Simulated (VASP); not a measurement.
Set up this calculation in VASP 6.6.1, as the native input.

| Quantity | Value |
| --- | --- |
| Task | single point |
| Functional | r2SCAN |
| Potentials or basis | VASP PAW PBE potentials, release 64 (Nb_sv) |
| Cutoff | 520 eV |
| k mesh | 14 × 14 × 14 |
| Occupations | fermi-dirac, width 0.1 eV |
| Spin | no spin polarisation |
| Dipole correction | no |
| Further INCAR settings | ALGO = Normal; EDIFF = 1e-06; NBANDS = 12 |

Nb:

```
CELL_PARAMETERS angstrom
-1.62686 1.62686 1.62686
1.62686 -1.62686 1.62686
1.62686 1.62686 -1.62686
ATOMIC_POSITIONS crystal
Nb 0.00000 0.00000 0.00000
```

The input as run:

POSCAR

```
Nb
1.0
   -1.6268582886      1.6268582886      1.6268582886
    1.6268582886     -1.6268582886      1.6268582886
    1.6268582886      1.6268582886     -1.6268582886
Nb
1
Direct
    0.0000000000      0.0000000000      0.0000000000
```

INCAR.step1

```
ALGO     = Normal         # electronic algorithm
EDIFF    = 1E-4           # SCF threshold, eV
ENCUT    = 520            # plane-wave cutoff, eV
GGA      = PE             # functional
ISMEAR   = -1             # smearing method
LASPH    = True           # aspherical terms in the spheres
LCHARG   = False          # write CHGCAR
LREAL    = False          # projectors in reciprocal space
LWAVE    = True           # write WAVECAR
NBANDS   = 12             # bands
NELM     = 100            # most SCF steps
PREC     = Accurate       # precision mode
SIGMA    = 0.1            # smearing width, eV
```

INCAR.step2

```
ALGO     = Normal         # electronic algorithm
EDIFF    = 1E-6           # SCF threshold, eV
ENCUT    = 520            # plane-wave cutoff, eV
ISIF     = 2              # what is computed and relaxed
ISMEAR   = -1             # smearing method
ISTART   = 1            
LASPH    = True           # aspherical terms in the spheres
LCHARG   = False          # write CHGCAR
LMIXTAU  = True         
LREAL    = False          # projectors in reciprocal space
LWAVE    = False          # write WAVECAR
METAGGA  = R2SCAN         # meta-GGA
NBANDS   = 12             # bands
NELM     = 100            # most SCF steps
PREC     = Accurate       # precision mode
SIGMA    = 0.1            # smearing width, eV
```

KPOINTS

```
k-points
0
Gamma
  14 14 14
```

Potentials or basis: VASP PAW PBE potentials, release 64 (Nb_sv).

The run is started by

```bash
$ cat potpaw_PBE.64/Nb_sv/POTCAR > POTCAR
$ cp INCAR.step1 INCAR
$ mpirun -np 1 vasp_std > vasp.out
$ cp INCAR.step2 INCAR
$ mpirun -np 1 vasp_std > vasp.out
```

It gave:

* Pressure: 8.9 GPa

Caveat: the PAW data sets were made with another functional, which shifts forces and pressure a little.

Wall time 46 s on 1 thread of Intel(R) Xeon(R) Platinum 8259CL CPU @ 2.50GHz (Skylake/Cascade Lake), on a shared host, peak memory 0.15 GiB.
